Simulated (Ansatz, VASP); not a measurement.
**Two plane-wave programs on ZnO**

INCAR

```
SYSTEM = ZnO
  PREC = Accurate
  ENCUT = 520
  EDIFF = 1E-6
  ISMEAR = 0
  SIGMA = 0.05
  LREAL = .FALSE.
  LASPH = .TRUE.
  NELM = 60
  ALGO = Normal
  ISIF = 2
  LWAVE = .FALSE.
  LCHARG = .FALSE.
  GGA = CA
  NBANDS = 16
```

KPOINTS

```
regular mesh
0
G
  12 12 12
  0 0 0
```

POSCAR

```
ZnO
1.0
    0.0000000000      2.2236780500      2.1694420000
    2.2236780500      0.0000000000      2.1694420000
    2.2236780500      2.2236780500      0.0000000000
Zn O
1 1
Direct
    0.0000000000      0.0000000000      0.0000000000
    0.5000000000      0.5000000000      0.5000000000
```

Input for Ansatz:

```yaml
crystal:
  lattice:
    - [0.0, 2.22367805, 2.169442]
    - [2.22367805, 0.0, 2.169442]
    - [2.22367805, 2.22367805, 0.0]
  atoms:
    - { symbol: Zn, position: [0.0, 0.0, 0.0] }
    - { symbol: O, position: [0.5, 0.5, 0.5] }
basis:
  ecutwfc: 420
kpoints:
  mp_grid: { grid: [12, 12, 12] }
hamiltonian:
  xc: lda
scf:
  occupations: { method: gaussian, width: 0.05 }
output:
  forces: true
  stress: true
  eigenvalues: true
```

Change from the starting cell: strain +0.025 along x and y, +0.000 along z, atoms carried along.

Alike in both runs: task single point; functional LDA; k mesh 12 × 12 × 12; occupations gaussian, width 0.05 eV; no spin polarisation.

|  | VASP | Ansatz |
| --- | --- | --- |
| version | VASP 6.6.1 | Ansatz 0.2.0 |
| potentials or method | VASP PAW LDA potentials, release 64 (Zn, O), cutoff 520 eV | scalar-relativistic, plane waves, PAW |
| valence electrons in the cell | 18 | 18 |

```csv
,VASP,Ansatz,Ansatz less VASP
gap on the k mesh at the Fermi level (eV),0.42,0.42,-0.001
least direct gap on the mesh (eV),1.48,1.49,+0.003
pressure (GPa),-19.9,-20.8,-0.86
"traceless stress, the component that is largest in VASP (GPa)",0.14,0.03,-0.110
```

LDA's correlation is that of Perdew and Zunger in VASP and of Perdew and Wang (1992) in Ansatz.
